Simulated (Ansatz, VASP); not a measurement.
## C: VASP beside Ansatz

The input INCAR:

```
PREC     = Accurate       # precision mode
ENCUT    = 600            # plane-wave cutoff, eV
EDIFF    = 1E-6           # SCF threshold, eV
ISMEAR   = 0              # smearing method
SIGMA    = 0.15           # smearing width, eV
LREAL    = F              # projectors in reciprocal space
LASPH    = T              # aspherical terms in the spheres
NELM     = 120            # most SCF steps
ALGO     = Normal         # electronic algorithm
ISIF     = 2              # what is computed and relaxed
LWAVE    = F              # write WAVECAR
LCHARG   = T              # write CHGCAR
GGA      = PE             # functional
IVDW     = 12             # dispersion correction
LELF     = T              # ELF
LVHAR    = T            
NBANDS   = 16             # bands
GGA_COMPAT= F
```

KPOINTS

```
regular mesh
0
Gamma
  21 21 8
```

The input POSCAR:

```
C
1.0
    2.4146619639      0.0000000000      0.0000000000
   -1.2073309820      2.0911586023      0.0000000000
    0.0000000000      0.0000000000      6.6035030594
C
4
Direct
    0.0000000000      0.0000000000      0.0025000000
    0.0000000000      0.0000000000      0.5025000000
    0.3333333333      0.6666666667      0.0025000000
    0.6666666667      0.3333333333      0.5025000000
```

Input for Ansatz:

```yaml
crystal:
  lattice:
    - [2.4146619639, 0.0, 0.0]
    - [-1.207330982, 2.0911586023, 0.0]
    - [0.0, 0.0, 6.6035030594]
  atoms:
    - { symbol: C, position: [0.0, 0.0, 0.0025] }
    - { symbol: C, position: [0.0, 0.0, 0.5025] }
    - { symbol: C, position: [0.3333333333, 0.6666666667, 0.0025] }
    - { symbol: C, position: [0.6666666667, 0.3333333333, 0.5025] }
basis:
  ecutwfc: 520.0
kpoints:
  mp_grid: { grid: [21, 21, 8] }
hamiltonian:
  xc: pbe
  pseudopotentials: { kind: paw, azcp: { folder: soft_1 } }
  dispersion: d3bj
scf:
  occupations: { method: gaussian, width: 0.15 }
output:
  forces: true
  stress: true
  eigenvalues: true
```

Alike in both runs: task single point; functional PBE; dispersion D3(BJ); k mesh 21 × 21 × 8; occupations gaussian, width 0.15 eV; no spin polarisation.

|  | VASP | Ansatz |
| --- | --- | --- |
| version | VASP 6.6.1 | Ansatz 0.2.0 |
| potentials or method | VASP PAW PBE potentials, release 64 (C), cutoff 600 eV | scalar-relativistic, plane waves, PAW |
| valence electrons in the cell | 16 | 16 |

Ansatz gave:

| Property | Result |
| --- | --- |
| gap on the k mesh at the Fermi level (eV) | none |
| pressure (GPa) | 20.5 |
| traceless stress, the component that is largest in VASP (GPa) | -19.83 |

Problem. Estimate VASP's values.

Solution. gap on the k mesh at the Fermi level (eV): none; pressure (GPa): 20.5; traceless stress, the component that is largest in VASP (GPa): -20.22.

A gap of «none» marks a metal or a gap that the smearing closes.
